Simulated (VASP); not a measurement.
# NiGe3 (P4/mmm) in VASP: further runs

NiGe3 is run at these levels: PBE; tasks: relaxation of cell and atoms.

Program: VASP 6.6.1. These are calculated values, not measurements. Logs are shortened: lines on timing, memory, paths and dates and some standing lists are left out, and cuts for length are marked.

### Step 1. The cell of the first run

Symmetry: P4/mmm, No. 123, tetragonal system. The conventional cell has a = 2.878 Å, b = 2.878 Å, c = 8.295 Å, α = 90.00°, β = 90.00°, γ = 90.00°. Ni (site symmetry 4/mmm) has 8 Ge at 2.52 Å and 4 Ni at 2.88 Å within 3.3 Å. Ge (site symmetry 4mm) has 4 Ni at 2.52 Å and 6 Ge at 2.65 to 2.99 Å within 3.3 Å. Ge (site symmetry 4/mmm) has 6 Ge at 2.65 to 2.88 Å within 3.5 Å.

The cell was generated, and may not be a known phase.

### Step 2. Relaxation of cell and atoms, PBE

INCAR

```
PREC     = Accurate       # precision mode
ENCUT    = 600            # plane-wave cutoff, eV
EDIFF    = 1E-6           # SCF threshold, eV
ISMEAR   = 0              # smearing method
SIGMA    = 0.1            # smearing width, eV
LREAL    = F              # projectors in reciprocal space
LASPH    = T              # aspherical terms in the spheres
NELM     = 80             # most SCF steps
ALGO     = Normal         # electronic algorithm
ISIF     = 3              # what is computed and relaxed
LWAVE    = F              # write WAVECAR
LCHARG   = F              # write CHGCAR
GGA      = PE             # functional
IBRION   = 2              # ionic algorithm
NSW      = 100            # ionic steps
EDIFFG   = -0.01          # ionic threshold
```

KPOINTS

```
Automatic mesh
0
Gamma
  12 12 4
```

POSCAR

```
NiGe3
1.0
    2.8782698456      0.0000000000      0.0000000000
    0.0000000000      2.8782698456      0.0000000000
    0.0000000000      0.0000000000      8.2948952509
Ni Ge
1 3
Direct
    0.0000000000      0.0000000000      0.5000000000
    0.5000000000      0.5000000000      0.3198547063
    0.5000000000      0.5000000000      0.6801452937
    0.5000000000      0.5000000000      0.0000000000
```

Potentials or basis: VASP PAW PBE potentials, release 64 (Ni, Ge_d).

On the command line:

```
$ cat potpaw_PBE.64/Ni/POTCAR potpaw_PBE.64/Ge_d/POTCAR > POTCAR
$ mpirun -np 1 vasp_std > vasp.out
```

OUTCAR:

```text
PREC = Accurate
   ENCUT = 600
   EDIFF = 1E-6
   ISMEAR = 0
   LREAL = F
   LASPH = T
   NELM = 80
   ISIF = 3
   GGA = PE
   IBRION = 2
   NSW = 100
   EDIFFG = -0.01

 ion  position               nearest neighbor table
   1  0.000  0.000  0.500-   2 2.52   3 2.52   2 2.52   3 2.52   2 2.52   3 2.52   2 2.52   3 2.52

   2  0.500  0.500  0.320-   1 2.52   1 2.52   1 2.52   1 2.52   4 2.65
   3  0.500  0.500  0.680-   1 2.52   1 2.52   1 2.52   1 2.52   4 2.65
   4  0.500  0.500  0.000-   2 2.65   3 2.65

  LATTYP: Found a simple tetragonal cell.
 ALAT       =     2.8782698456
 C/A-ratio  =     2.8819032599

  Lattice vectors:

 A1 = (   2.8782698456,   0.0000000000,   0.0000000000)
 A2 = (   0.0000000000,   2.8782698456,   0.0000000000)
 A3 = (   0.0000000000,   0.0000000000,   8.2948952509)

Analysis of symmetry for initial positions (statically):
=====================================================================
 Subroutine PRICEL returns:
 Original cell was already a primitive cell.

 Routine SETGRP: Setting up the symmetry group for a
 simple tetragonal supercell.

 Subroutine GETGRP returns: Found 16 space group operations
 (whereof 16 operations were pure point group operations)
 out of a pool of 16 trial point group operations.

The static configuration has the point symmetry D_4h.

Analysis of symmetry for dynamics (positions and initial velocities):
=====================================================================
 Subroutine PRICEL returns:
 Original cell was already a primitive cell.

 Routine SETGRP: Setting up the symmetry group for a
 simple tetragonal supercell.

 Subroutine GETGRP returns: Found 16 space group operations
 (whereof 16 operations were pure point group operations)
 out of a pool of 16 trial point group operations.

The dynamic configuration has the point symmetry D_4h.

 Subroutine INISYM returns: Found 16 space group operations
 (whereof 16 operations are pure point group operations),
 and found     1 'primitive' translations

----------------------------------------------------------------------------------------

                                     Primitive cell

  volume of cell :      68.7185

  direct lattice vectors                    reciprocal lattice vectors
     2.878269846  0.000000000  0.000000000     0.347430941  0.000000000  0.000000000
     0.000000000  2.878269846  0.000000000     0.000000000  0.347430941  0.000000000
     0.000000000  0.000000000  8.294895251     0.000000000  0.000000000  0.120556073

  length of vectors
     2.878269846  2.878269846  8.294895251     0.347430941  0.347430941  0.120556073

  position of ions in fractional coordinates (direct lattice)
     0.000000000  0.000000000  0.500000000
     0.500000000  0.500000000  0.319854706
     0.500000000  0.500000000  0.680145294
     0.500000000  0.500000000  0.000000000

  ion indices of the primitive-cell ions
   primitive index   ion index
                 1           1
                 2           2
                 3           3
                 4           4

----------------------------------------------------------------------------------------

 KPOINTS: Automatic mesh

Automatic generation of k-mesh.
 Grid dimensions read from file:
 generate k-points for:   12   12    4

 Generating k-lattice:

  Cartesian coordinates                     Fractional coordinates (reciprocal lattice)
     0.028952578  0.000000000  0.000000000     0.083333333  0.000000000  0.000000000
     0.000000000  0.028952578  0.000000000     0.000000000  0.083333333  0.000000000
     0.000000000  0.000000000  0.030139018     0.000000000  0.000000000  0.250000000

  Length of vectors
     0.028952578  0.028952578  0.030139018

  Shift w.r.t. Gamma in fractional coordinates (k-lattice)
     0.000000000  0.000000000  0.000000000

 Subroutine IBZKPT returns following result:
 ===========================================

 Found     84 irreducible k-points:

 Following reciprocal coordinates:
            Coordinates               Weight
  0.000000  0.000000  0.000000      1.000000
  0.083333  0.000000  0.000000      4.000000
  0.166667  0.000000  0.000000      4.000000
  0.250000  0.000000  0.000000      4.000000
  0.333333  0.000000  0.000000      4.000000
  0.416667  0.000000  0.000000      4.000000
[... 16 lines left out ...]
  0.333333  0.333333  0.000000      4.000000
  0.416667  0.333333  0.000000      8.000000
 [... further k-points ...]
   k-points           NKPTS =     84   k-points in BZ     NKDIM =     84   number of bands    NBANDS=     31
   number of dos      NEDOS =    301   number of ions     NIONS =      4
   total plane-waves  NPLWV =  40320
   dimension x,y,z NGX =    24 NGY =   24 NGZ =   70
   dimension x,y,z NGXF=    48 NGYF=   48 NGZF=  140
   ions per type =               1   3
   NGX,Y,Z   is equivalent  to a cutoff of  13.86, 13.86, 14.03 a.u.
   NGXF,Y,Z  is equivalent  to a cutoff of  27.72, 27.72, 28.06 a.u.
 SYSTEM =  unknown system
   PREC   = accura    normal or accurate (medium, high low for compatibility)
   ISTART =      0    job   : 0-new  1-cont  2-samecut
   ICHARG =      2    charge: 1-file 2-atom 10-const
   ISPIN  =      1    spin polarized calculation?
   LNONCOLLINEAR =      F non collinear calculations
   LSORBIT =      F    spin-orbit coupling
   LASPH  =      T    aspherical Exc in radial PAW
   ENCUT  =  600.0 eV  44.10 Ry    6.64 a.u.   5.75  5.75 16.57*2*pi/ulx,y,z
   NELM   =     80;   NELMIN=  2; NELMDL= -5     # of ELM steps
   EDIFF  = 0.1E-05   stopping-criterion for ELM
   LREAL  =      F    real-space projection
   EDIFFG = -.1E-01   stopping-criterion for IOM
   NSW    =    100    number of steps for IOM
   IBRION =      2    ionic relax: 0-MD 1-quasi-New 2-CG
   NFREE  =      1    steps in history (QN), initial steepest desc. (CG)
   ISIF   =      3    stress and relaxation
   ISYM   =      2    0-nonsym 1-usesym 2-fastsym
   POTIM  = 0.5000    time-step for ionic-motion
   TEBEG  =    0.0;   TEEND  =   0.0 temperature during run
   PSTRESS=    0.0 pullay stress
   NELECT =      52.0000    total number of electrons
   NUPDOWN=      -1.0000    fix difference up-down
   EMIN   =  10.00;   EMAX   =-10.00  energy-range for DOS
   EFERMI =   0.00;   METHOD = LEGACY
   ISMEAR =     0;   SIGMA  =   0.10  broadening in eV -4-tet -1-fermi 0-gaus
   EFERMI_NEDOS =   21; number of points for ismear=-14 and -15
   IALGO  =     38    algorithm
   IMIX   =      4    mixing-type and parameters
     AMIX     =   0.40;   BMIX     =  1.00
     AMIX_MAG =   1.60;   BMIX_MAG =  1.00
  volume/ion in A,a.u.               =      17.18       115.93
  Fermi-wavevector in a.u.,A,eV,Ry     =   1.491825  2.819141 30.280348  2.225543
  Thomas-Fermi vector in A             =   2.604431
   LORBIT       =      0    0 simple, 1 ext, 2 COOP (PROOUT), +10 PAW based schemes
   GGA     = PE    functional components
   LHFCALC =     F    Hartree Fock is set to
   AEXX    =    0.0000 exact exchange contribution
   IVDW    =     0    specifies the selected vdW correction
   LEPSILON=     F    determine dielectric tensor
   LRPA    =     F    only Hartree local field effects (RPA)
 conjugate gradient relaxation of ions
 non-spin polarized calculation
 Gauss-broadening in eV      SIGMA  =   0.10
  energy-cutoff  :      600.00
  volume of cell :       68.72
 maximum number of plane-waves:      2320
 NGX is ok and might be reduce to    24
   NGX = 11   NGY = 11   NGZ = 33

--------------------------------------- Ionic step        1  -------------------------------------------

 number of electron      52.0000002 magnetization

 Free energy of the ion-electron system (eV)
  ---------------------------------------------------
  ext. energy  EPLUGINS =         0.00000000
  ---------------------------------------------------
  free energy    TOTEN  =       -18.97876385 eV

  energy without entropy =      -18.96717497  energy(sigma->0) =      -18.97296941

------------------------ aborting loop because EDIFF is reached ----------------------------------------

  FORCE on cell =-STRESS in cart. coord.  units (eV):
  Direction    XX          YY          ZZ          XY          YZ          ZX
  --------------------------------------------------------------------------------------
  -------------------------------------------------------------------------------------
  Total       -0.2024492     -0.2024492      1.0052394      0.0000000      0.0000000      0.0000000
  in kB       -4.7201157     -4.7201157     23.4372238      0.0000000      0.0000000      0.0000000
  external PRESSURE =       4.6656641 kB  Pullay stress =       0.0000000 kB
[... 95 lines left out ...]
  FREE ENERGIE OF THE ION-ELECTRON SYSTEM (eV)
  ---------------------------------------------------
  free  energy   TOTEN  =       -18.9974770998 eV

  energy  without entropy=      -18.9892666151  energy(sigma->0) =      -18.99337186

[... ionic steps 4 to 14 ...]

--------------------------------------- Ionic step       15  -------------------------------------------

 number of electron      51.9999960 magnetization

------------------------ aborting loop because EDIFF is reached ----------------------------------------

  FORCE on cell =-STRESS in cart. coord.  units (eV):
  Direction    XX          YY          ZZ          XY          YZ          ZX
  --------------------------------------------------------------------------------------
  -------------------------------------------------------------------------------------
  Total        0.0395051      0.0395051      0.0739129      0.0000000      0.0000000     -0.0000000
  in kB        0.9214009      0.9214009      1.7239155      0.0000000      0.0000000     -0.0000000
  external PRESSURE =       1.1889057 kB  Pullay stress =       0.0000000 kB
[... 61 lines left out ...]
  energy  without entropy=      -18.9945941356  energy(sigma->0) =      -18.99873290

--------------------------------------- Ionic step       17  -------------------------------------------

 number of electron      51.9999960 magnetization

 Free energy of the ion-electron system (eV)
  ---------------------------------------------------
  ext. energy  EPLUGINS =         0.00000000
  ---------------------------------------------------
  free energy    TOTEN  =       -19.00287102 eV

  energy without entropy =      -18.99459588  energy(sigma->0) =      -18.99873345

 E-fermi :   6.8146     XC(G=0): -11.3764

 val. band max:        6.8129337299   @ k =   0.5000   0.3333   0.0000
 cond. band min:       6.8436146649   @ k =   0.4167   0.3333   0.2500
 fundamental gap:      0.0306809350
 Fermi energy:         6.8145625334

 k-point     1 :       0.0000    0.0000    0.0000
  band No.  band energies     occupation
      1     -17.8947      2.00000
      2     -17.8916      2.00000
      3     -17.8364      2.00000
      4     -17.7754      2.00000
      5     -17.7362      2.00000
      6     -17.7362      2.00000
[... 805 lines left out ...]
     30       8.4960      0.00000
     31       9.1028      0.00000

 [... further k-points ...]

------------------------ aborting loop because EDIFF is reached ----------------------------------------

  FORCE on cell =-STRESS in cart. coord.  units (eV):
  Direction    XX          YY          ZZ          XY          YZ          ZX
  --------------------------------------------------------------------------------------
  -------------------------------------------------------------------------------------
  Total       -0.0381328     -0.0381328      0.0180394      0.0000000      0.0000000      0.0000000
  in kB       -0.8889601     -0.8889601      0.4205375      0.0000000      0.0000000      0.0000000
  external PRESSURE =      -0.4524609 kB  Pullay stress =       0.0000000 kB
[... 19 lines left out ...]
  FREE ENERGIE OF THE ION-ELECTRON SYSTEM (eV)
  ---------------------------------------------------
  free  energy   TOTEN  =       -19.0028710233 eV

  energy  without entropy=      -18.9945958755  energy(sigma->0) =      -18.99873345

 reached required accuracy - stopping structural energy minimisation
```

Wall time 14 min (1 thread of AMD EPYC 9R45 (Zen 5), shared host); peak memory 0.3 GiB.

What came out:

| Property | Result |
| --- | --- |
| Free energy | -19.0029 eV |
| Relaxed volume | 17.18 Å³/atom |
| Relaxed cell | a = 2.838 Å, b = 2.838 Å, c = 8.536 Å, α = 90.00°, β = 90.00°, γ = 90.00° |
| Space group after relaxing (to 0.1 Å) | P4/mmm (No. 123) |
| Energy gained by relaxing | 6.0 meV/atom |
| Ionic steps | 17 |
| Pressure after relaxing | 0.0 GPa |
| Largest force after relaxing | 0.008 eV/Å |
| Band gap on the k mesh | zero (bands 26 and 27 overlap by 5.67 eV) |

Forces on the atoms (eV/Å):
```
Ni   0.000  0.000  0.000
Ge   0.000  0.000 -0.008
Ge   0.000  0.000  0.008
Ge   0.000  0.000  0.000
```

Step by step:
```
step  energy change (eV)  largest force (eV/Å)  pressure (GPa)  volume (Å³)
   1              0.0000                0.0754            0.47        68.72
   2             -0.0119                0.0462           -0.20        69.21
   3             -0.0187                0.0030           -1.13        69.82
   4             -0.0232                0.0738           -0.12        68.95
   5             -0.0233                0.0688           -0.22        69.02
   6             -0.0233                0.0691            0.03        69.00
   7             -0.0237                0.0349           -0.29        69.03
   8             -0.0237                0.0052           -0.43        69.07
   9             -0.0238                0.0132           -0.36        69.05
  10             -0.0240                0.0035           -0.24        68.94
  11             -0.0240                0.0058           -0.13        68.82
  12             -0.0240                0.0066            0.04        68.80
  13             -0.0240                0.0053           -0.17        68.81
  14             -0.0241                0.0040           -0.09        68.76
  15             -0.0241                0.0144            0.12        68.69
  16             -0.0241                0.0091            0.08        68.72
  17             -0.0241                0.0077           -0.05        68.73
```

Final structure:
```
Ni Ge
1.0
     2.83756    0.00000    0.00000
     0.00000    2.83756    0.00000
     0.00000    0.00000    8.53568
Ni Ge
1 3
Direct
  0.00000 0.00000 0.50000
  0.50000 0.50000 0.31762
  0.50000 0.50000 0.68238
  0.50000 0.50000 0.00000
```

(Continued in part 2 of 2.)

The gap in the log of VASP goes by the Fermi energy; the results here count the filled bands.